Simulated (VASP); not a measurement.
A run of VASP 6.6.1 is set up as follows.

File INCAR:

```
PREC = Accurate
ENCUT = 520
EDIFF = 1E-6
ISMEAR = 0
SIGMA = 0.2
LREAL = False
LASPH = True
NELM = 60
ALGO = Fast
ISIF = 2
LWAVE = False
LCHARG = False
GGA = PE
NBANDS = 78
```

The input KPOINTS:

```
Automatic mesh
0
Gamma
  6 6 1
```

The input POSCAR:

```
CuW4
1.0
    1.5991259153     -2.1989783269      0.0000000000
    1.5991259153      2.1989783269      0.0000000000
    0.0000000000      0.0000000000     21.9037909237
Cu W
2 8
Direct
    0.2500000000      0.7500000000      0.0433242743
    0.7500000000      0.2500000000      0.9566757257
    0.2500000000      0.7500000000      0.4480840984
    0.7500000000      0.2500000000      0.5519159016
    0.2500000000      0.7500000000      0.6557076974
    0.7500000000      0.2500000000      0.7593922307
    0.7500000000      0.2500000000      0.3442923026
    0.7500000000      0.2500000000      0.1379808060
    0.2500000000      0.7500000000      0.2406077693
    0.2500000000      0.7500000000      0.8620191940
```

Potentials or basis: VASP PAW PBE potentials, release 64 (Cu, W_sv).

Command:

```console
$ cat potpaw_PBE.64/Cu/POTCAR potpaw_PBE.64/W_sv/POTCAR > POTCAR
$ mpirun -np 1 vasp_std > vasp.out
```

(1) Estimate the largest force.

(2) What does it give for the pressure?

(3) What does it give for the band gap on the k mesh?

## Answers

(1) 0.014 eV/Å.

(2) 0.6 GPa.

(3) zero (bands 67 and 68 overlap by 1.75 eV).

Caveat: the k points lie up to 0.40 Å⁻¹ apart, too coarse for converged energies and pressures of a metal; spin-orbit coupling is left out, which moves the levels of the heavy elements.
